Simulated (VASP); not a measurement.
Set up this calculation in VASP 6.6.1, as the native input.

```yaml
Task: electric field gradients
Functional: r2SCAN
Potentials_or_basis: VASP PAW PBE potentials, release 64 (Re)
Cutoff: 520 eV
k_mesh: 14 × 14 × 8
Occupations: fermi-dirac, width 0.05 eV
Spin: no spin polarisation
Dipole_correction: no
Further_INCAR_settings: ALGO = Normal; EDIFF = 1e-08; NBANDS = 14
```

Re:

```
Re
1.0
     2.76080    0.00000    0.00000
    -1.38040    2.39092    0.00000
     0.00000    0.00000    4.45820
Re
2
Cartesian
  0.0000 1.5939 1.1145
  1.3804 0.7970 3.3436
```

One way to write it, as run:

POSCAR

```
Re
1.0
    2.7608000000      0.0000000000      0.0000000000
   -1.3804000000      2.3909229348      0.0000000000
    0.0000000000      0.0000000000      4.4582000000
Re
2
Direct
    0.3333333333      0.6666666667      0.2500000000
    0.6666666667      0.3333333333      0.7500000000
```

INCAR.step1

```
SYSTEM = Re
PREC = Accurate
ENCUT = 520
ISMEAR = -1
SIGMA = 0.05
LREAL = .FALSE.
LASPH = .TRUE.
NELM = 60
NBANDS = 14
GGA = PE
ALGO = Normal
EDIFF = 1E-4
LWAVE = .TRUE.
LCHARG = .FALSE.
```

INCAR.step2

```
SYSTEM = Re
PREC = Accurate
ENCUT = 520
EDIFF = 1E-8
ISMEAR = -1
SIGMA = 0.05
LREAL = .FALSE.
LASPH = .TRUE.
NELM = 60
ALGO = Normal
ISIF = 2
LWAVE = .FALSE.
LCHARG = .FALSE.
METAGGA = R2SCAN
LMIXTAU = .TRUE.
LEFG = .TRUE.
NBANDS = 14
ISTART = 1
```

KPOINTS

```
regular mesh
0
G
  14 14 8
  0 0 0
```

Potentials or basis: VASP PAW PBE potentials, release 64 (Re).

The run is started by

```bash
$ cat potpaw_PBE.64/Re/POTCAR > POTCAR
$ cp INCAR.step1 INCAR
$ mpirun -np 1 vasp_std > vasp.out
$ cp INCAR.step2 INCAR
$ mpirun -np 1 vasp_std > vasp.out
```

It gave:

| Item | Value |
| --- | --- |
| Pressure | -0.3 GPa |
| Band gap on the k mesh | zero (bands 7 and 8 overlap by 3.40 eV) |
| Largest electric field gradient by atom | Re -75.0 V/Å² |

Caveat: without QUAD_EFG the Cq values of the log hold for a quadrupole moment of 1 mb, not for the nuclei; the PAW data sets were made with another functional, which shifts forces and pressure a little; spin-orbit coupling is left out, which moves the levels of the heavy elements.

Wall time 9.5 min on 1 thread of Oxide Virtual Turin-like Processor, with other jobs on the host, peak memory 0.16 GiB.
